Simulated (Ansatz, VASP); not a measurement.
AlGa3N4 in VASP and in Ansatz

```
CELL_PARAMETERS angstrom
4.47102 0.00000 0.00000
0.00000 4.47102 0.00000
0.00000 0.00000 4.47102
ATOMIC_POSITIONS crystal
Al 0.00000 0.00000 0.00000
Ga 0.50000 0.50000 0.00000
Ga 0.50000 0.00000 0.50000
Ga 0.00000 0.50000 0.50000
N 0.75481 0.75481 0.24519
N 0.75481 0.24519 0.75481
N 0.24519 0.75481 0.75481
N 0.24519 0.24519 0.24519
```

Change from the starting cell: equal engineering shear yz, xz and xy +0.0000, equal normal strain along x, y and z +0.0100.

Alike in both runs: task single point; functional LDA; k mesh 6 × 6 × 6; occupations gaussian, width 0.05 eV; no spin polarisation.

```csv
,VASP,Ansatz
version,VASP 6.6.1,Ansatz 0.2.0
potentials or method,"VASP PAW LDA potentials, release 64 (Al, Ga_d, N), cutoff 520 eV","scalar-relativistic, plane waves, PAW"
valence electrons in the cell,62,62
```

Ansatz gave:

```
gap on the k mesh at the Fermi level (eV) : 2.35
least direct gap on the mesh (eV)         : 2.35
pressure (GPa)                            : -5.7
rms of the force components (eV/Å)        : 0.002
```

Which values does VASP return?

gap on the k mesh at the Fermi level (eV): 2.36; least direct gap on the mesh (eV): 2.36; pressure (GPa): -4.8; rms of the force components (eV/Å): 0.010.

Ansatz warns that its potentials were made for another functional, while VASP's fit it. LDA's correlation is that of Perdew and Zunger in VASP and of Perdew and Wang (1992) in Ansatz. Atom by atom the forces differ by 0.012 eV/Å (rms over components).
